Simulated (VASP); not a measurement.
LiCd, 4 atoms in the cell. The structure is cubic, space group Fd-3m (No. 227). The conventional cell has a = 6.665 Å, b = 6.665 Å, c = 6.665 Å, α = 90.00°, β = 90.00°, γ = 90.00°. Within 3.8 Å of Li (site symmetry -43m) lie 4 Li at 2.89 Å and 10 Cd at 2.89 to 3.33 Å. Cd (site symmetry -43m) has 10 Li at 2.89 to 3.33 Å and 4 Cd at 2.89 Å within 3.8 Å. 

| Item | Value |
| --- | --- |
| Program | VASP 6.6.1 |
| Task | relaxation of cell and atoms |
| Functional | LDA |
| Potentials or basis | VASP PAW LDA potentials, release 64 (Li_sv, Cd) |
| Cutoff | 600 eV |
| k mesh | 7 × 7 × 7 |
| Occupations | fermi-dirac, width 0.02 eV |
| Spin | no spin polarisation |
| Dipole correction | no |
| Further INCAR settings | ALGO = Normal; EDIFF = 1e-06; IBRION = 2; EDIFFG = -0.02; NSW = 80; ISIF = 3 |

Potentials or basis: VASP PAW LDA potentials, release 64 (Li_sv, Cd).

Launch:

```bash
$ cat potpaw_LDA.64/Li_sv/POTCAR potpaw_LDA.64/Cd/POTCAR > POTCAR
$ mpirun -np 1 vasp_std > vasp.out
```

Hardware: 1 thread of Intel(R) Xeon(R) Platinum 8488C (Sapphire Rapids), on a shared host.

Q: How long does it take, and how much memory?

A: Wall time 44 s on 1 thread of Intel(R) Xeon(R) Platinum 8488C (Sapphire Rapids) (shared host), peak memory 0.21 GiB. Counts: scf iterations 28, k points 20, ion steps 3.
